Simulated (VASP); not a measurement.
A run of VASP 6.6.1:

Contents of POSCAR:

```
Si
1.0
   -2.4012010071      2.4012010071      1.3223715893
    2.4012010071     -2.4012010071      1.3223715893
    2.4012010071      2.4012010071     -1.3223715893
Si
2
Direct
    0.2500000000      0.7500000000      0.5000000000
    0.5000000000      0.5000000000      0.0000000000
```

The input INCAR.step1:

```
ALGO = Normal
EDIFF = 1E-4
ENCUT = 520
GGA = PE
ISMEAR = 0
LASPH = T
LCHARG = F
LREAL = F
LWAVE = T
NBANDS = 11
NELM = 100
PREC = Accurate
SIGMA = 0.15
```

Contents of INCAR.step2:

```
ALGO = Normal
EDIFF = 1E-7
ENCUT = 520
ISIF = 2
ISMEAR = 0
ISTART = 1
LASPH = T
LCHARG = F
LMIXTAU = T
LREAL = F
LWAVE = F
METAGGA = R2SCAN
NBANDS = 11
NELM = 100
PREC = Accurate
SIGMA = 0.15
```

The input KPOINTS:

```
k-points
0
Gamma
  14 14 14
```

Potentials or basis: VASP PAW PBE potentials, release 64 (Si).

Command:

```console
$ cat potpaw_PBE.64/Si/POTCAR > POTCAR
$ cp INCAR.step1 INCAR
$ mpirun -np 1 vasp_std > vasp.out
$ cp INCAR.step2 INCAR
$ mpirun -np 1 vasp_std > vasp.out
```

Hardware: 1 thread of Intel(R) Xeon(R) 6975P-C (Granite Rapids), with other jobs on the host.

Q: Estimate the wall time of this run.

A: It took 2.6 min on 1 thread of Intel(R) Xeon(R) 6975P-C (Granite Rapids), with other jobs on the host, peak memory 0.19 GiB. Counts: k points 244.
